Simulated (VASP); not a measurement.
# W in VASP: a series of runs

W is run at these levels: LDA; tasks: electric field gradients.

All numbers are computed with VASP 6.6.1; they aren't measurements. Logs are shortened: lines on timing, memory, paths and dates and some standing lists are left out, and cuts for length are marked.

### 1 The cell of the first run

Symmetry: I4/mmm, No. 139, tetragonal system. Conventional cell: a = 2.871 Å, b = 2.871 Å, c = 4.019 Å, α = 90.00°, β = 90.00°, γ = 90.00°. Within 3.8 Å of W (site symmetry 4/mmm) lie 12 W at 2.86 to 2.87 Å.

### 2 Electric field gradients, LDA (zz strain of -1 %)

INCAR reads:

```
ALGO = Normal
EDIFF = 1E-8
ENCUT = 520
GGA = CA
ISIF = 2
ISMEAR = -1
LASPH = T
LCHARG = F
LEFG = T
LREAL = F
LWAVE = F
NBANDS = 13
NELM = 60
PREC = Accurate
SIGMA = 0.05
```

KPOINTS reads:

```
k-points
0
Gamma
  14 14 14
```

POSCAR reads:

```
W
1.0
    0.0000000000      2.0300000000      2.0097000000
    2.0300000000      0.0000000000      2.0097000000
    2.0300000000      2.0300000000      0.0000000000
W
1
Direct
    0.0000000000      0.0000000000      0.0000000000
```

Potentials or basis: VASP PAW LDA potentials, release 64 (W_sv).

Launch:

```
$ cat potpaw_LDA.64/W_sv/POTCAR > POTCAR
$ mpirun -np 1 vasp_std > vasp.out
```

OUTCAR:

```text
EDIFF = 1E-8
   ENCUT = 520
   GGA = CA
   ISIF = 2
   ISMEAR = -1
   LASPH = T
   LREAL = F
   NELM = 60
   PREC = Accurate

 ion  position               nearest neighbor table
   1  0.000  0.000  0.000-

  LATTYP: Found a body centered tetragonal cell.
 ALAT       =     2.8708535316
 C/A-ratio  =     1.4000714267

  Lattice vectors:

 A1 = (   0.0000000000,  -2.0300000000,  -2.0097000000)
 A2 = (   0.0000000000,   2.0300000000,  -2.0097000000)
 A3 = (   2.0300000000,   0.0000000000,   2.0097000000)

Analysis of symmetry for initial positions (statically):
=====================================================================
 Subroutine PRICEL returns:
 Original cell was already a primitive cell.

 Routine SETGRP: Setting up the symmetry group for a
 body centered tetragonal supercell.

 Subroutine GETGRP returns: Found 16 space group operations
 (whereof 16 operations were pure point group operations)
 out of a pool of 16 trial point group operations.

The static configuration has the point symmetry D_4h.

Analysis of symmetry for dynamics (positions and initial velocities):
=====================================================================
 Subroutine PRICEL returns:
 Original cell was already a primitive cell.

 Routine SETGRP: Setting up the symmetry group for a
 body centered tetragonal supercell.

 Subroutine GETGRP returns: Found 16 space group operations
 (whereof 16 operations were pure point group operations)
 out of a pool of 16 trial point group operations.

The dynamic configuration has the point symmetry D_4h.

 Subroutine INISYM returns: Found 16 space group operations
 (whereof 16 operations are pure point group operations),
 and found     1 'primitive' translations

----------------------------------------------------------------------------------------

                                     Primitive cell

  volume of cell :      16.5635

  direct lattice vectors                    reciprocal lattice vectors
     0.000000000  2.030000000  2.009700000    -0.246305419  0.246305419  0.248793352
     2.030000000  0.000000000  2.009700000     0.246305419 -0.246305419  0.248793352
     2.030000000  2.030000000  0.000000000     0.246305419  0.246305419 -0.248793352

  length of vectors
     2.856535330  2.856535330  2.870853532     0.428054729  0.428054729  0.428054729

  position of ions in fractional coordinates (direct lattice)
     0.000000000  0.000000000  0.000000000

  ion indices of the primitive-cell ions
   primitive index   ion index
                 1           1

----------------------------------------------------------------------------------------

 KPOINTS: k-points

Automatic generation of k-mesh.
 Grid dimensions read from file:
 generate k-points for:   14   14   14

 Generating k-lattice:

  Cartesian coordinates                     Fractional coordinates (reciprocal lattice)
    -0.017593244  0.017593244  0.017770954     0.071428571  0.000000000  0.000000000
     0.017593244 -0.017593244  0.017770954     0.000000000  0.071428571  0.000000000
     0.017593244  0.017593244 -0.017770954    -0.000000000 -0.000000000  0.071428571

  Length of vectors
     0.030575338  0.030575338  0.030575338

  Shift w.r.t. Gamma in fractional coordinates (k-lattice)
     0.000000000  0.000000000  0.000000000

 Subroutine IBZKPT returns following result:
 ===========================================

 Found    244 irreducible k-points:

 Following reciprocal coordinates:
            Coordinates               Weight
  0.000000  0.000000  0.000000      1.000000
  0.071429  0.000000  0.000000      8.000000
  0.142857 -0.000000  0.000000      8.000000
  0.214286 -0.000000  0.000000      8.000000
  0.285714  0.000000  0.000000      8.000000
  0.357143 -0.000000  0.000000      8.000000
[... 16 lines left out ...]
  0.214286  0.142857  0.000000      8.000000
  0.285714  0.142857  0.000000      8.000000
 [... further k-points ...]
   k-points           NKPTS =    244   k-points in BZ     NKDIM =    244   number of bands    NBANDS=     13
   number of dos      NEDOS =    301   number of ions     NIONS =      1
   total plane-waves  NPLWV =  13824
   dimension x,y,z NGX =    24 NGY =   24 NGZ =   24
   dimension x,y,z NGXF=    48 NGYF=   48 NGZF=   48
   ions per type =               1
   NGX,Y,Z   is equivalent  to a cutoff of  13.97, 13.97, 13.90 a.u.
   NGXF,Y,Z  is equivalent  to a cutoff of  27.94, 27.94, 27.80 a.u.
 SYSTEM =  unknown system
   PREC   = accura    normal or accurate (medium, high low for compatibility)
   ISTART =      0    job   : 0-new  1-cont  2-samecut
   ICHARG =      2    charge: 1-file 2-atom 10-const
   ISPIN  =      1    spin polarized calculation?
   LNONCOLLINEAR =      F non collinear calculations
   LSORBIT =      F    spin-orbit coupling
   LASPH  =      T    aspherical Exc in radial PAW
   ENCUT  =  520.0 eV  38.22 Ry    6.18 a.u.   5.31  5.31  5.34*2*pi/ulx,y,z
   NELM   =     60;   NELMIN=  2; NELMDL= -5     # of ELM steps
   EDIFF  = 0.1E-07   stopping-criterion for ELM
   LREAL  =      F    real-space projection
   EDIFFG = 0.1E-06   stopping-criterion for IOM
   NSW    =      0    number of steps for IOM
   IBRION =     -1    ionic relax: 0-MD 1-quasi-New 2-CG
   NFREE  =      0    steps in history (QN), initial steepest desc. (CG)
   ISIF   =      2    stress and relaxation
   ISYM   =      2    0-nonsym 1-usesym 2-fastsym
   POTIM  = 0.5000    time-step for ionic-motion
   TEBEG  =    0.0;   TEEND  =   0.0 temperature during run
   PSTRESS=    0.0 pullay stress
   NELECT =      14.0000    total number of electrons
   NUPDOWN=      -1.0000    fix difference up-down
   EMIN   =  10.00;   EMAX   =-10.00  energy-range for DOS
   EFERMI =   0.00;   METHOD = LEGACY
   ISMEAR =    -1;   SIGMA  =   0.05  broadening in eV -4-tet -1-fermi 0-gaus
   EFERMI_NEDOS =   21; number of points for ismear=-14 and -15
   IALGO  =     38    algorithm
   IMIX   =      4    mixing-type and parameters
     AMIX     =   0.40;   BMIX     =  1.00
     AMIX_MAG =   1.60;   BMIX_MAG =  1.00
  volume/ion in A,a.u.               =      16.56       111.78
  Fermi-wavevector in a.u.,A,eV,Ry     =   1.547865  2.925041 32.598008  2.395886
  Thomas-Fermi vector in A             =   2.652897
   LORBIT       =      0    0 simple, 1 ext, 2 COOP (PROOUT), +10 PAW based schemes
   GGA     = CA    functional components
   LHFCALC =     F    Hartree Fock is set to
   AEXX    =    0.0000 exact exchange contribution
   IVDW    =     0    specifies the selected vdW correction
   LEPSILON=     F    determine dielectric tensor
   LRPA    =     F    only Hartree local field effects (RPA)
 non-spin polarized calculation
  energy-cutoff  :      520.00
  volume of cell :       16.56
 maximum number of plane-waves:       459
 NGX is ok and might be reduce to    24
   NGX = 11   NGY = 11   NGZ = 11

 number of electron      14.0000002 magnetization

 Free energy of the ion-electron system (eV)
  ---------------------------------------------------
  ext. energy  EPLUGINS =         0.00000000
  ---------------------------------------------------
  free energy    TOTEN  =       -13.58279832 eV

  energy without entropy =      -13.57255588  energy(sigma->0) =      -13.57767710

 E-fermi :  10.1990     XC(G=0): -13.5745

 val. band max:       10.1964668041   @ k =   0.4286   0.1429   0.0714
 cond. band min:      10.2007701815   @ k =   0.5000  -0.0000   0.1429
 fundamental gap:      0.0043033773
 Fermi energy:        10.1990182583

 k-point     1 :       0.0000    0.0000    0.0000
  band No.  band energies     occupation
      1     -63.0204      2.00000
      2     -26.9121      2.00000
      3     -26.9121      2.00000
      4     -26.9021      2.00000
      5       1.3715      2.00000
      6       9.6095      1.99998
      7       9.6095      1.99998
      8       9.7355      1.99981
      9      12.6008      0.00000
     10      12.7920      0.00000
     11      23.0927      0.00000
     12      28.0869      0.00000
     13      28.0869      0.00000
[... 353 lines left out ...]
 k-point    24 :       0.2857    0.1429    0.0000
  band No.  band energies     occupation
      1     -62.9570      2.00000
      2     -27.4864      2.00000
      3     -27.0736      2.00000
      4     -27.0523      2.00000
      5       4.0984      2.00000
      6       7.9766      2.00000
      7       9.9082      1.99407
      8      10.7357      0.00004
      9      12.1529      0.00000
     10      13.7134      0.00000
     11      24.8128      0.00000
     12      27.8292      0.00000
     13      29.9324      0.00000

 [... further k-points ...]

------------------------ aborting loop because EDIFF is reached ----------------------------------------

  FORCE on cell =-STRESS in cart. coord.  units (eV):
  Direction    XX          YY          ZZ          XY          YZ          ZX
  --------------------------------------------------------------------------------------
  -------------------------------------------------------------------------------------
  Total       -1.3200695     -1.3200695     -1.6551558      0.0000000      0.0000000     -0.0000000
  in kB     -127.6891726   -127.6891726   -160.1017827      0.0000000      0.0000000     -0.0000000
  external PRESSURE =    -138.4933759 kB  Pullay stress =       0.0000000 kB

 VOLUME and BASIS-vectors are now :
 -----------------------------------------------------------------------------
  energy-cutoff  :      520.00
  volume of cell :       16.56
      direct lattice vectors                 reciprocal lattice vectors
     0.000000000  2.030000000  2.009700000    -0.246305419  0.246305419  0.248793352
     2.030000000  0.000000000  2.009700000     0.246305419 -0.246305419  0.248793352
     2.030000000  2.030000000  0.000000000     0.246305419  0.246305419 -0.248793352

 POSITION                                       TOTAL-FORCE (eV/Angst)
 -----------------------------------------------------------------------------------
      0.00000      0.00000      0.00000         0.000000      0.000000      0.000000
 -----------------------------------------------------------------------------------
    total drift:                                0.000000     -0.000000     -0.000000

  FREE ENERGIE OF THE ION-ELECTRON SYSTEM (eV)
  ---------------------------------------------------
  free  energy   TOTEN  =       -13.5827983201 eV

  energy  without entropy=      -13.5725558786  energy(sigma->0) =      -13.57767710

 Electric field gradients (V/A^2)
---------------------------------------------------------------------
 ion       V_xx      V_yy      V_zz      V_xy      V_xz      V_yz
---------------------------------------------------------------------
   1      -3.398    -3.398     6.796    -0.000    -0.000    -0.000
---------------------------------------------------------------------

 Electric field gradients after diagonalization (V/A^2)
 (convention: |V_zz| > |V_xx| > |V_yy|)
----------------------------------------------------------------------
 ion       V_xx      V_yy      V_zz     asymmetry (V_yy - V_xx)/ V_zz
----------------------------------------------------------------------
   1      -3.398    -3.398     6.796       0.000
----------------------------------------------------------------------

           NMR quadrupolar parameters

 Cq : quadrupolar parameter    Cq=e*Q*V_zz/h
 eta: asymmetry parameters     (V_yy - V_xx)/ V_zz
 Q  : nuclear electric quadrupole moment in mb (millibarn)
----------------------------------------------------------------------
 ion       Cq(MHz)       eta       Q (mb)
----------------------------------------------------------------------
   1       0.016       0.000       1.000
----------------------------------------------------------------------
```

Wall time 25 s (1 thread of Intel Xeon Platinum 8259CL at 2.50GHz (Skylake/Cascade Lake), shared host); peak memory 0.17 GiB.

Results:

```
Free energy            : -13.5828 eV
Pressure               : -13.8 GPa
Band gap on the k mesh : zero (band 7 reaches 13.50 eV, above the bottom of band 8 at 9.69 eV)
```

Levels at points of the mesh, in eV from the Fermi level:
| k point | band 3 | band 4 | band 5 | band 6 | band 7 | band 8 | band 9 | band 10 | band 11 | band 12 |
| --- | --- | --- | --- | --- | --- | --- | --- | --- | --- | --- |
| (0.00, 0.00, 0.00) | -37.11 | -37.10 | -8.83 | -0.59 | -0.59 | -0.46 | 2.40 | 2.59 | 12.89 | 17.89 |
| (0.50, 0.00, 0.00) | -37.27 | -37.25 | -5.50 | -0.85 | -0.70 | 0.79 | 4.92 | 5.01 | 10.18 | 12.52 |
| (0.50, 0.50, 0.00) | -37.53 | -37.53 | -5.38 | -4.45 | 3.30 | 4.90 | 5.71 | 5.71 | 11.65 | 11.65 |
| (0.50, 0.00, 0.50) | -37.52 | -37.50 | -5.39 | -4.42 | 3.10 | 4.91 | 5.62 | 5.77 | 11.73 | 11.88 |

Electric field gradients, principal values (V/Å²):
```
atom   least  middle  greatest (by size)
 1 W  -3.398  -3.398               6.796
```

Caveat: the cell differs from its parent crystal (zz strain of -1 %); without QUAD_EFG the Cq values of the log hold for a quadrupole moment of 1 mb, not for the nuclei; spin-orbit coupling is left out, which moves the levels of the heavy elements.

### 3 Electric field gradients, LDA (volume scaled by 0.94)

INCAR reads:

```
ALGO = Normal ; EDIFF = 1E-8
ENCUT = 520 ; GGA = CA
ISIF = 2 ; ISMEAR = -1
LASPH = True ; LCHARG = False
LEFG = True ; LREAL = False
LWAVE = False ; NBANDS = 13
NELM = 60 ; PREC = Accurate
SIGMA = 0.05
```

KPOINTS is that of step 2.

POSCAR reads:

```
W
1.0
    0.0000000000      1.9885598007      1.9885598007
    1.9885598007      0.0000000000      1.9885598007
    1.9885598007      1.9885598007      0.0000000000
W
1
Direct
    0.0000000000      0.0000000000      0.0000000000
```

Potentials or basis: VASP PAW LDA potentials, release 64 (W_sv).

Launch:

```
$ cat potpaw_LDA.64/W_sv/POTCAR > POTCAR
$ mpirun -np 1 vasp_std > vasp.out
```

OUTCAR:

```text
EDIFF = 1E-8
   ENCUT = 520
   GGA = CA
   ISIF = 2
   ISMEAR = -1
   LASPH = True
   LREAL = False
   NELM = 60
   PREC = Accurate

 ion  position               nearest neighbor table
   1  0.000  0.000  0.000-

  LATTYP: Found a face centered cubic cell.
 ALAT       =     3.9771196014

  Lattice vectors:

 A1 = (   0.0000000000,   1.9885598007,   1.9885598007)
 A2 = (   1.9885598007,   0.0000000000,   1.9885598007)
[... 590 lines left out ...]
    total drift:                               -0.000000      0.000000      0.000000

  FREE ENERGIE OF THE ION-ELECTRON SYSTEM (eV)
  ---------------------------------------------------
  free  energy   TOTEN  =       -13.6163902131 eV

  energy  without entropy=      -13.6064097371  energy(sigma->0) =      -13.61139998

 Electric field gradients (V/A^2)
---------------------------------------------------------------------
 ion       V_xx      V_yy      V_zz      V_xy      V_xz      V_yz
---------------------------------------------------------------------
   1      -0.000     0.000    -0.000     0.000     0.000     0.000
---------------------------------------------------------------------

 Electric field gradients after diagonalization (V/A^2)
 (convention: |V_zz| > |V_xx| > |V_yy|)
----------------------------------------------------------------------
 ion       V_xx      V_yy      V_zz     asymmetry (V_yy - V_xx)/ V_zz
----------------------------------------------------------------------
   1      -0.000    -0.000     0.000       0.000
----------------------------------------------------------------------

           NMR quadrupolar parameters

 Cq : quadrupolar parameter    Cq=e*Q*V_zz/h
 eta: asymmetry parameters     (V_yy - V_xx)/ V_zz
 Q  : nuclear electric quadrupole moment in mb (millibarn)
----------------------------------------------------------------------
 ion       Cq(MHz)       eta       Q (mb)
----------------------------------------------------------------------
   1       0.000       0.000       1.000
----------------------------------------------------------------------
```

stdout:

```text
POSCAR found type information on POSCAR W
 POSCAR found :  1 types and       1 ions
 scaLAPACK will be used
 LDA part: xc-table for (Slater(with rela. corr.)+CA(PZ))
 , standard interpolation
 POSCAR, INCAR and KPOINTS ok, starting setup
 FFT: planning ... GRIDC
 FFT: planning ... GRID_SOFT
 FFT: planning ... GRID
 WAVECAR not read
 entering main loop
ion   1
```

Wall time 11 s (1 thread of Intel Xeon 6975P-C, shared host); peak memory 0.14 GiB.

Results:

| Quantity | Value |
| --- | --- |
| Free energy | -13.6164 eV |
| Pressure | 1.0 GPa |
| Band gap on the k mesh | zero (band 7 reaches 14.40 eV, above the bottom of band 8 at 10.31 eV) |

Caveat: without QUAD_EFG the Cq values of the log hold for a quadrupole moment of 1 mb, not for the nuclei; spin-orbit coupling is left out, which moves the levels of the heavy elements.

[end of part 1 of 3]
